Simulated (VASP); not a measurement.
# HfC5 (P6/mmm) in VASP: notebook, part 2 of 2

VASP 6.6.1. Earlier steps stand in the parts before.

### Step 3. Single point, PBE

This run uses another cell than the first one, of 7.89 Å³/atom.

Input file INCAR:

```
SYSTEM = HfC5
ALGO = Normal
EDIFF = 1E-6
ENCUT = 600
GGA = PE
GGA_COMPAT = .False.
ISIF = 2
ISMEAR = 0
LASPH = .True.
LCHARG = .True.
LELF = .True.
LREAL = .False.
LVHAR = .True.
LWAVE = .False.
NBANDS = 24
NELM = 120
PREC = Accurate
SIGMA = 0.2
```

Input file KPOINTS:

```
k-points
0
Gamma
  4 4 4
  0 0 0
```

Input file POSCAR:

```
HfC5
1.0
    4.6219447984      0.0000000000      0.0000000000
   -2.3109723992      4.0027216103      0.0000000000
    0.0000000000      0.0000000000      2.5588183465
Hf C
1 5
Direct
    0.0000000000      0.0000000000      0.0000000000
    0.3333333333      0.6666666667      0.0000000000
    0.6666666667      0.3333333333      0.0000000000
    0.5000000000      0.0000000000      0.5000000000
    0.5000000000      0.5000000000      0.5000000000
    0.0000000000      0.5000000000      0.5000000000
```

Potentials or basis: VASP PAW PBE potentials, release 64 (Hf_pv, C).

On the command line:

```sh
$ cat potpaw_PBE.64/Hf_pv/POTCAR potpaw_PBE.64/C/POTCAR > POTCAR
$ mpirun -np 1 vasp_std > vasp.out
```

OUTCAR:

```text
SYSTEM = HfC5
   EDIFF = 1E-6
   ENCUT = 600
   GGA = PE
   ISIF = 2
   ISMEAR = 0
   LASPH = .True.
   LREAL = .False.
   NELM = 120
   PREC = Accurate

 ion  position               nearest neighbor table
   1  0.000  0.000  0.000-   5 2.64   6 2.64   5 2.64   6 2.64   6 2.64   6 2.64   5 2.64   5 2.64
                             4 2.64   4 2.64   4 2.64   4 2.64   2 2.67   3 2.67   2 2.67   3 2.67
   2  0.333  0.667  0.000-   4 1.85   4 1.85   6 1.85   6 1.85   5 1.85   5 1.85   1 2.67   1 2.67
                             1 2.67
   3  0.667  0.333  0.000-   4 1.85   4 1.85   6 1.85   6 1.85   5 1.85   5 1.85   1 2.67   1 2.67
                             1 2.67
[... 523 lines left out ...]
  Total       -0.4665341     -0.4665341     -0.3112307     -0.0000000      0.0000000      0.0000000
  in kB      -15.7897169    -15.7897169    -10.5335177     -0.0000000      0.0000000      0.0000000
  external PRESSURE =     -14.0376505 kB  Pullay stress =       0.0000000 kB

 VOLUME and BASIS-vectors are now :
 -----------------------------------------------------------------------------
  energy-cutoff  :      600.00
  volume of cell :       47.34
      direct lattice vectors                 reciprocal lattice vectors
     4.621944798  0.000000000  0.000000000     0.216359140  0.124915008  0.000000000
    -2.310972399  4.002721610  0.000000000     0.000000000  0.249830015  0.000000000
     0.000000000  0.000000000  2.558818346     0.000000000  0.000000000  0.390805389

 POSITION                                       TOTAL-FORCE (eV/Angst)
 -----------------------------------------------------------------------------------
      0.00000      0.00000      0.00000        -0.000000      0.000000      0.000000
     -0.00000      2.66848      0.00000        -0.000000      0.000000     -0.000000
      2.31097      1.33424      0.00000         0.000000     -0.000000      0.000000
      2.31097      0.00000      1.27941        -0.000000      0.000000      0.000000
      1.15549      2.00136      1.27941         0.000000      0.000000      0.000000
     -1.15549      2.00136      1.27941         0.000000      0.000000      0.000000
 -----------------------------------------------------------------------------------
    total drift:                               -0.000000     -0.000000     -0.000000

  FREE ENERGIE OF THE ION-ELECTRON SYSTEM (eV)
  ---------------------------------------------------
  free  energy   TOTEN  =       -41.0545850632 eV

  energy  without entropy=      -41.0263138071  energy(sigma->0) =      -41.04044944
```

stdout:

```text
POSCAR found type information on POSCAR HfC
 POSCAR found :  2 types and       6 ions
 scaLAPACK will be used
 LDA part: xc-table for (Slater+PW92), standard interpolation
 POSCAR, INCAR and KPOINTS ok, starting setup
 FFT: planning ... GRIDC
 FFT: planning ... GRID_SOFT
 FFT: planning ... GRID
 WAVECAR not read
 entering main loop
```

It took 20 s on 1 thread of Intel Xeon Platinum 8259CL at 2.50GHz (Skylake/Cascade Lake), shared host; peak memory 0.18 GiB.

What came out:

- Free energy: -41.0546 eV
- Pressure: -1.4 GPa
- Band gap on the k mesh: zero (bands 15 and 16 overlap by 2.37 eV)

Caveat: the k points lie up to 0.61 Å⁻¹ apart, too coarse for converged energies and pressures of a metal; spin-orbit coupling is left out, which moves the levels of the heavy elements.

### Step 4. Single point, PBE

This run uses another cell than the first one, of 11.99 Å³/atom.

Input file INCAR:

```
SYSTEM = HfC5
  PREC = Accurate
  ENCUT = 600
  EDIFF = 1E-6
  ISMEAR = 0
  SIGMA = 0.2
  LREAL = .FALSE.
  LASPH = .TRUE.
  NELM = 120
  ALGO = Normal
  ISIF = 2
  LWAVE = .FALSE.
  LCHARG = .FALSE.
  GGA = PE
  NBANDS = 24
  GGA_COMPAT = .FALSE.
```

Input file KPOINTS:

```
Automatic mesh
0
G
  4 4 3
  0 0 0
```

Input file POSCAR:

```
HfC5
1.0
    4.3883564350     -0.0000000029      0.0000000000
   -2.1941782150      3.8004281550      0.0000000000
    0.0000000000      0.0000000000      4.3129162065
Hf C
1 5
Direct
    0.0000000000      0.0000000000      0.5000000000
    0.3333333333      0.6666666667      0.6494694609
    0.3333333333      0.6666666667      0.3505305391
    0.6666666667      0.3333333333      0.3505305391
    0.6666666667      0.3333333333      0.6494694609
    0.0000000000      0.0000000000      0.0000000000
```

On the command line:

```sh
$ cat potpaw_PBE.64/Hf_pv/POTCAR potpaw_PBE.64/C/POTCAR > POTCAR
$ mpirun -np 1 vasp_std > vasp.out
```

Run time: 23 s. Hardware: 1 thread of Intel Xeon Platinum 8259CL at 2.50GHz (Skylake/Cascade Lake), shared host; peak memory 0.2 GiB.

Results (log left out):

```yaml
Free_energy: -42.7865 eV
Pressure: -0.5 GPa
Largest_force: 0.030 eV/Å
Band_gap_on_the_k_mesh: zero (bands 15 and 16 overlap by 1.50 eV)
```

Forces on the atoms (eV/Å):
```
Hf   0.000  0.000  0.000
C    0.000  0.000  0.030
C    0.000  0.000 -0.030
C    0.000  0.000 -0.030
C    0.000  0.000  0.030
C    0.000  0.000  0.000
```

Stress tensor (GPa, compression positive):
```
-0.69  0.00  0.00
 0.00 -0.69  0.00
 0.00  0.00 -0.05
```

Levels at points of the mesh, in eV from the Fermi level:
```tsv
k point	band 12	band 13	band 14	band 15	band 16	band 17	band 18	band 19
(0.00, 0.00, 0.00)	-1.58	-1.53	-0.31	0.97	1.33	1.33	1.90	1.90
(0.50, 0.00, 0.00)	-1.35	-1.28	-0.56	0.32	0.57	0.69	1.92	4.22
```

Caveat: the k points lie up to 0.49 Å⁻¹ apart, too coarse for converged energies and pressures of a metal; spin-orbit coupling is left out, which moves the levels of the heavy elements.

### Step 5. Single point, PBE

This run uses another cell than the first one, of 7.90 Å³/atom.

Input file INCAR:

```
SYSTEM = HfC5
ALGO = Normal
EDIFF = 1E-6
ENCUT = 600
GGA = PE
GGA_COMPAT = .False.
ISIF = 2
ISMEAR = 0
LASPH = .True.
LCHARG = .True.
LELF = .True.
LREAL = .False.
LVHAR = .True.
LWAVE = .False.
NBANDS = 24
NELM = 120
PREC = Accurate
SIGMA = 0.2
```

Input file KPOINTS:

```
k-points
0
Gamma
  4 4 4
  0 0 0
```

Input file POSCAR:

```
HfC5
1.0
    4.6232203859      0.0000000000      0.0000000000
   -2.3116101930      4.0038263015      0.0000000000
    0.0000000000      0.0000000000      2.5604902383
Hf C
1 5
Direct
    0.0000000000      0.0000000000      0.0000000000
    0.5000000000      0.0000000000      0.5000000000
    0.5000000000      0.5000000000      0.5000000000
    0.0000000000      0.5000000000      0.5000000000
    0.6666666667      0.3333333333      0.0000000000
    0.3333333333      0.6666666667      0.0000000000
```

On the command line:

```sh
$ cat potpaw_PBE.64/Hf_pv/POTCAR potpaw_PBE.64/C/POTCAR > POTCAR
$ mpirun -np 1 vasp_std > vasp.out
```

Wall time 20 s (1 thread of Intel Xeon Platinum 8259CL at 2.50GHz (Skylake/Cascade Lake), shared host); peak memory 0.18 GiB.

It converged, with:

* Free energy: -41.0542 eV
* Pressure: -1.7 GPa
* Band gap on the k mesh: zero (bands 15 and 16 overlap by 2.37 eV)

Stress tensor (GPa, compression positive):
```
-1.75  0.00  0.00
 0.00 -1.75  0.00
 0.00  0.00 -1.57
```

Levels at points of the mesh, in eV from the Fermi level:
```csv
k point,band 13,band 14,band 15,band 16,band 17,band 18
"(0.00, 0.00, 0.00)",1.01,1.32,1.72,2.25,2.25,2.29
"(0.50, 0.00, 0.00)",-1.89,-1.77,0.49,1.85,2.21,3.36
"(0.00, 0.00, 0.50)",-6.06,-0.61,-0.61,2.90,2.90,3.42
"(0.50, 0.00, 0.50)",-2.36,-1.40,-1.15,-0.65,-0.60,0.97
```

Caveat: the k points lie up to 0.61 Å⁻¹ apart, too coarse for converged energies and pressures of a metal; spin-orbit coupling is left out, which moves the levels of the heavy elements.

### Step 6. Single point, PBE

This run uses another cell than the first one, of 9.78 Å³/atom.

Input file INCAR:

```
SYSTEM = HfC5
PREC = Accurate ; ENCUT = 600
EDIFF = 1E-6 ; ISMEAR = 0
SIGMA = 0.2 ; LREAL = .False.
LASPH = .True. ; NELM = 120
ALGO = Normal ; ISIF = 2
LWAVE = .False. ; LCHARG = .True.
GGA = PE ; LELF = .True.
LVHAR = .True. ; NBANDS = 24
GGA_COMPAT = .False.
```

Input file KPOINTS:

```
regular mesh
0
Gamma
  4 4 4
  0 0 0
```

Input file POSCAR:

```
HfC5
1.0
    4.8517129206     -0.0000000029      0.0000000000
   -2.4258564578      4.2017066425      0.0000000000
    0.0000000000      0.0000000000      2.8776402965
Hf C
1 5
Direct
    0.0000000000      0.0000000000      0.5000000000
    0.3333333333      0.6666666667      0.0000000000
    0.6666666667      0.3333333333      0.0000000000
    0.5000000000      0.0000000000      0.0000000000
    0.0000000000      0.5000000000      0.0000000000
    0.5000000000      0.5000000000      0.0000000000
```

Potentials or basis: VASP PAW PBE potentials, release 64 (Hf_pv, C).

On the command line:

```sh
$ cat potpaw_PBE.64/Hf_pv/POTCAR potpaw_PBE.64/C/POTCAR > POTCAR
$ mpirun -np 1 vasp_std > vasp.out
```

It took 27 s on 1 thread of Intel Xeon Platinum 8259CL at 2.50GHz (Skylake/Cascade Lake), shared host; peak memory 0.19 GiB.

The run converged. Its results:

```yaml
Free_energy: -48.9352 eV
Pressure: -0.8 GPa
Band_gap_on_the_k_mesh: zero (bands 15 and 16 overlap by 1.05 eV)
```

Stress tensor (GPa, compression positive):
```
-0.50  0.00  0.00
 0.00 -0.50  0.00
 0.00  0.00 -1.44
```

Levels at points of the mesh, in eV from the Fermi level:
```
           k point  band 12  band 13  band 14  band 15  band 16  band 17  band 18  band 19
(0.00, 0.00, 0.00)    -1.89    -1.89     0.01     0.43     1.23     1.23     1.78     1.78
(0.50, 0.00, 0.00)    -2.77    -2.22    -1.40    -1.38     0.81     1.33     4.14     4.17
(0.00, 0.00, 0.50)    -3.36    -3.36    -2.98    -2.98     2.42     2.91     3.50     4.07
(0.50, 0.00, 0.50)    -2.95    -2.67    -2.42    -0.34    -0.06     0.78     1.54     2.34
```

Caveat: the k points lie up to 0.55 Å⁻¹ apart, too coarse for converged energies and pressures of a metal; spin-orbit coupling is left out, which moves the levels of the heavy elements.

### Step 7. The runs side by side

```tsv
cell	k mesh	gap on the mesh (eV)	pressure (GPa)
a = 4.680, b = 4.680, c = 2.581 Å, angles 90.0, 90.0, 120.0°, 6 atoms, atomic positions A	4 × 4 × 3	none	-0.6
a = 4.622, b = 4.622, c = 2.559 Å, angles 90.0, 90.0, 120.0°, 6 atoms, atomic positions B	4 × 4 × 4	none	-1.4
a = 4.388, b = 4.388, c = 4.313 Å, angles 90.0, 90.0, 120.0°, 6 atoms, atomic positions C	4 × 4 × 3	none	-0.5
a = 4.623, b = 4.623, c = 2.560 Å, angles 90.0, 90.0, 120.0°, 6 atoms, atomic positions B	4 × 4 × 4	none	-1.7
a = 4.852, b = 4.852, c = 2.878 Å, angles 90.0, 90.0, 120.0°, 6 atoms, atomic positions D	4 × 4 × 4	none	-0.8
```

Alike in all rows: task single point; level PBE; potentials or basis VASP PAW PBE potentials, release 64 (Hf_pv, C); no spin polarisation; cutoff (eV) 600; smearing gaussian 0.2 eV.

Caveats: all runs use coarse meshes; spin-orbit coupling is left out, which moves the levels of the heavy elements.

Total energies depend on the potentials used, so only differences within one code and one set of settings carry meaning.
